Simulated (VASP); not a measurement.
# H4Os (Cmmm) in VASP: notebook, part 2 of 2

VASP 6.6.1. Earlier steps stand in the parts before.

## (4) Single point, PBE

INCAR reads:

```
SYSTEM = H4Os
  PREC = Accurate
  ENCUT = 500
  EDIFF = 1E-6
  ISMEAR = 0
  SIGMA = 0.1
  LREAL = .FALSE.
  LASPH = .TRUE.
  NELM = 120
  ALGO = Normal
  ISIF = 2
  LWAVE = .FALSE.
  LCHARG = .FALSE.
  GGA = PE
  NBANDS = 18
  GGA_COMPAT = .FALSE.
```

KPOINTS reads:

```
regular mesh
0
G
  6 6 6
  0 0 0
```

POSCAR reads:

```
H4Os
1.0
    1.9145366396     -2.5105523744      0.0000000000
    1.9145366396      2.5105523744      0.0000000000
    0.0000000000      0.0000000000      3.0436425810
H Os
4 1
Direct
    0.6468513005      0.3531486995      0.0000000000
    0.3531486995      0.6468513005      0.0000000000
    0.7648678521      0.7648678521      0.5000000000
    0.2351321479      0.2351321479      0.5000000000
    0.0000000000      0.0000000000      0.0000000000
```

Potentials or basis: VASP PAW PBE potentials, release 64 (H, Os_sv_GW).

On the command line:

```bash
> cat potpaw_PBE.64/H/POTCAR potpaw_PBE.64/Os_sv_GW/POTCAR > POTCAR
> mpirun -np 1 vasp_std > vasp.out
```

OUTCAR:

```text
SYSTEM = H4Os
   PREC = Accurate
   ENCUT = 500
   EDIFF = 1E-6
   ISMEAR = 0
   LREAL = .FALSE.
   LASPH = .TRUE.
   NELM = 120
   ISIF = 2
   GGA = PE

 ion  position               nearest neighbor table
   1  0.647  0.353  0.000-   5 1.77   5 2.05   5 2.05
   2  0.353  0.647  0.000-   5 1.77   5 2.05   5 2.05
   3  0.765  0.765  0.500-   5 1.77   5 1.77
   4  0.235  0.235  0.500-   5 1.77   5 1.77
   5  0.000  0.000  0.000-   3 1.77   4 1.77   3 1.77   4 1.77   1 1.77   2 1.77   1 2.05   2 2.05
                             1 2.05   2 2.05

  LATTYP: Found a base centered orthorhombic cell.
 ALAT       =     3.8290732792
 B/A-ratio  =     1.3113106965
 C/A-ratio  =     0.7948770784

  Lattice vectors:

 A1 = (   1.9145366396,  -2.5105523744,   0.0000000000)
 A2 = (   1.9145366396,   2.5105523744,   0.0000000000)
 A3 = (   0.0000000000,   0.0000000000,   3.0436425810)

Analysis of symmetry for initial positions (statically):
=====================================================================
 Subroutine PRICEL returns:
 Original cell was already a primitive cell.

 Routine SETGRP: Setting up the symmetry group for a
[... 178 lines left out ...]
 fundamental gap:      0.0227596243
 Fermi energy:         6.9206174032

 k-point     1 :       0.0000    0.0000    0.0000
  band No.  band energies     occupation
      1     -79.3530      2.00000
      2     -38.8492      2.00000
      3     -38.7317      2.00000
      4     -38.6434      2.00000
      5      -5.8500      2.00000
      6      -0.7398      2.00000
[... 481 lines left out ...]
      5      -2.6613      2.00000
      6      -0.0002      2.00000
[... 10 lines left out ...]
     17      22.0202      0.00000
     18      24.2822      0.00000

 [... further k-points ...]

------------------------ aborting loop because EDIFF is reached ----------------------------------------

  FORCE on cell =-STRESS in cart. coord.  units (eV):
  Direction    XX          YY          ZZ          XY          YZ          ZX
  --------------------------------------------------------------------------------------
  -------------------------------------------------------------------------------------
  Total       -0.3210878     -0.2744260     -0.2494269      0.0000000      0.0000000      0.0000000
  in kB      -17.5823868    -15.0272407    -13.6583210      0.0000000      0.0000000      0.0000000
  external PRESSURE =     -15.4226495 kB  Pullay stress =       0.0000000 kB

 VOLUME and BASIS-vectors are now :
 -----------------------------------------------------------------------------
  energy-cutoff  :      500.00
  volume of cell :       29.26
      direct lattice vectors                 reciprocal lattice vectors
     1.914536640 -2.510552374  0.000000000     0.261159797 -0.199159358  0.000000000
     1.914536640  2.510552374  0.000000000     0.261159797  0.199159358  0.000000000
     0.000000000  0.000000000  3.043642581     0.000000000  0.000000000  0.328553690

 POSITION                                       TOTAL-FORCE (eV/Angst)
 -----------------------------------------------------------------------------------
      1.91454     -0.73736      0.00000         0.000000      0.006967      0.000000
      1.91454      0.73736      0.00000         0.000000     -0.006967      0.000000
      2.92874      0.00000      1.52182         0.006856      0.000000     -0.000000
      0.90034      0.00000      1.52182        -0.006856      0.000000      0.000000
      0.00000      0.00000      0.00000         0.000000      0.000000      0.000000
 -----------------------------------------------------------------------------------
    total drift:                                0.000000      0.000000     -0.000000

  FREE ENERGIE OF THE ION-ELECTRON SYSTEM (eV)
  ---------------------------------------------------
  free  energy   TOTEN  =       -23.7340060476 eV

  energy  without entropy=      -23.7301303996  energy(sigma->0) =      -23.73206822
```

OSZICAR:

```text
N       E                     dE             d eps       ncg     rms          rms(c)
DAV:   1     0.945751223628E+02    0.94575E+02   -0.12007E+04  1984   0.107E+03
DAV:   2    -0.239923936986E+02   -0.11857E+03   -0.11550E+03  2456   0.290E+02
DAV:   3    -0.266107570732E+02   -0.26184E+01   -0.26031E+01  2082   0.385E+01
DAV:   4    -0.266183452152E+02   -0.75881E-02   -0.75862E-02  2292   0.233E+00
DAV:   5    -0.266183613441E+02   -0.16129E-04   -0.16129E-04  2008   0.104E-01    0.623E+01
DAV:   6    -0.237543772288E+02    0.28640E+01   -0.82129E+00  1944   0.190E+01    0.317E+01
DAV:   7    -0.237356224583E+02    0.18755E-01   -0.36970E-01  1996   0.519E+00    0.178E+01
DAV:   8    -0.237366655596E+02   -0.10431E-02   -0.31615E-02  2118   0.176E+00    0.245E+00
DAV:   9    -0.237340167453E+02    0.26488E-02   -0.48316E-03  1988   0.600E-01    0.422E-01
DAV:  10    -0.237339887699E+02    0.27975E-04   -0.34507E-04  2214   0.145E-01    0.159E-01
DAV:  11    -0.237340025059E+02   -0.13736E-04   -0.21359E-05  2060   0.301E-02    0.499E-02
DAV:  12    -0.237340057494E+02   -0.32436E-05   -0.34530E-06  2072   0.142E-02    0.565E-03
DAV:  13    -0.237340060476E+02   -0.29815E-06   -0.28807E-07  1470   0.416E-03
   1 F= -.23734006E+02 E0= -.23732068E+02  d E =-.387565E-02
```

Run time: 15 s. Hardware: 1 thread of Intel Xeon 6975P-C (Granite Rapids), shared host; peak memory 0.15 GiB.

What came out:

* Free energy: -23.7340 eV
* Pressure: -1.5 GPa
* Largest force: 0.007 eV/Å
* Band gap on the k mesh: zero (band 10 reaches 7.40 eV, above the bottom of band 11 at 6.41 eV)

Forces on the atoms (eV/Å):
```
H    0.000  0.007  0.000
H    0.000 -0.007  0.000
H    0.007  0.000  0.000
H   -0.007  0.000  0.000
Os   0.000  0.000  0.000
```

Caveat: spin-orbit coupling is left out, which moves the levels of the heavy elements.

## (5) The runs side by side

```tsv
task	potentials or basis	cell	cutoff (eV)	second run	gap on the mesh (eV)	pressure (GPa)	largest force (eV/Å)
single point	VASP PAW PBE potentials, release 64 (H, Os)	a = 3.157, b = 3.157, c = 3.044 Å, angles 90.0, 90.0, 105.3°, 5 atoms	520	-	none	0.7	0.03
relaxation of cell and atoms	VASP PAW PBE potentials, release 64 (H, Os)	relaxed from a = 3.653, b = 3.653, c = 2.574 Å, angles 90.0, 90.0, 108.5°, 5 atoms	600	-	none	0.2	0.01
single point	VASP PAW PBE potentials, release 64 (H, Os_sv_GW)	a = 3.157, b = 3.157, c = 3.044 Å, angles 90.0, 90.0, 105.3°, 5 atoms	500	valence_matched	none	-1.5	0.01
```

Alike in all rows: level PBE; no spin polarisation; k mesh 6 × 6 × 6; smearing gaussian 0.1 eV.

Caveats: some runs use coarse meshes; spin-orbit coupling is left out, which moves the levels of the heavy elements.

Absolute energies hang on the potentials; compare differences alone.
